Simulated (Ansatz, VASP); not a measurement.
## CO2 in VASP and in Ansatz

```
CELL_PARAMETERS angstrom
5.90261 0.00000 0.00000
0.00000 5.90261 0.00000
0.00000 0.00000 5.35957
ATOMIC_POSITIONS crystal
C 0.00000 0.00000 0.00000
C 0.50000 0.00000 0.50000
C 0.50000 0.50000 0.00000
C 0.00000 0.50000 0.50000
O 0.11148 0.11148 0.11148
O 0.38852 0.88852 0.61148
O 0.61148 0.38852 0.88852
O 0.88852 0.61148 0.38852
O 0.88852 0.88852 0.88852
O 0.61148 0.11148 0.38852
O 0.38852 0.61148 0.11148
O 0.11148 0.38852 0.61148
```

Alike in both runs: task single point; functional PBE; k mesh 4 × 4 × 4; occupations gaussian, width 0.05 eV; no spin polarisation.

```csv
,VASP,Ansatz
version,VASP 6.6.1,Ansatz 0.2.0
potentials or method,"VASP PAW PBE potentials, release 64 (C, O), cutoff 520 eV","scalar-relativistic, plane waves, PAW"
valence electrons in the cell,64,64
```

|  | VASP | Ansatz | Ansatz less VASP |
| --- | --- | --- | --- |
| gap on the k mesh at the Fermi level (eV) | 7.13 | 7.14 | +0.010 |
| least direct gap on the mesh (eV) | 7.13 | 7.14 | +0.010 |
| pressure (GPa) | 23.2 | 21.0 | -2.24 |
| traceless stress, the component that is largest in VASP (GPa) | -2.44 | -2.13 | +0.305 |
| rms of the force components (eV/Å) | 4.272 | 3.792 | -0.4806 |

Atom by atom the forces differ by 0.481 eV/Å (rms over components).

Noted on VASP's run: the standard files for N, O and F lose accuracy on very short bonds.
